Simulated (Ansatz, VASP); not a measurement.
**One calculation of Si3Ge, two programs**

INCAR

```
SYSTEM = Si3Ge
ALGO = Normal
EDIFF = 1E-6
EDIFFG = -0.04
ENCUT = 600
GGA = PE
IBRION = 2
ISIF = 3
ISMEAR = 0
LASPH = .True.
LCHARG = .False.
LREAL = .False.
LWAVE = .False.
NELM = 80
NSW = 90
PREC = Accurate
SIGMA = 0.1
```

Contents of KPOINTS:

```
k-points
0
Gamma
  6 6 6
  0 0 0
```

Contents of POSCAR:

```
Si3Ge
1.0
    1.4206109000      0.8201900800      9.2793915200
   -1.4206109000      0.8201900800      9.2793915200
    0.0000000000     -1.6403801700      9.2793915200
Si Ge
3 1
Direct
    0.0000000000      0.0000000000      0.0000000000
    0.2500000000      0.2500000000      0.2500000000
    0.7500000000      0.7500000000      0.7500000000
    0.5000000000      0.5000000000      0.5000000000
```

Input for Ansatz:

```yaml
crystal:
  lattice:
    - [1.4206109, 0.82019008, 9.27939152]
    - [-1.4206109, 0.82019008, 9.27939152]
    - [0.0, -1.64038017, 9.27939152]
  atoms:
    - { symbol: Si, position: [0.0, 0.0, 0.0] }
    - { symbol: Si, position: [0.25, 0.25, 0.25] }
    - { symbol: Si, position: [0.75, 0.75, 0.75] }
    - { symbol: Ge, position: [0.5, 0.5, 0.5] }
basis:
  ecutwfc: 420
kpoints:
  mp_grid: { grid: [6, 6, 6] }
hamiltonian:
  xc: pbe
scf:
  occupations: { method: gaussian, width: 0.1 }
  lower_state_search: "off"
output:
  forces: true
  stress: true
  eigenvalues: true
relax:
  adjacent_minimum: "off"
  f_tol: 0.04
  max_steps: 70
  cell: { stress_tol: 0.4 }
```

Alike in both runs: task relaxation of cell and atoms; functional PBE; k mesh 6 × 6 × 6; occupations gaussian, width 0.1 eV; no spin polarisation.

|  | VASP | Ansatz |
| --- | --- | --- |
| version | VASP 6.6.1 | Ansatz 0.2.0 |
| potentials or method | VASP PAW PBE potentials, release 64 (Si, Ge_d), cutoff 600 eV | scalar-relativistic, plane waves, PAW |
| valence electrons in the cell | 26 | 26 |

```csv
,VASP,Ansatz,Ansatz less VASP
"gap on the k mesh at the Fermi level, each at its own relaxed structure (eV)",none,none,-
relaxed volume (Å³/atom),16.14,16.50,+0.364
relaxed length of the cell vector where the two differ most in proportion (Å),10.043,10.818,+0.7758
```

A gap of «none» marks a metal or a gap that the smearing closes. One of these differences is far larger than is usual between the two programs; its cause wasn't traced.

The k mesh is coarse, so the values compare programs but aren't converged. Noted on VASP's run: too few bands were computed for a metal, which touches its energy and stress.
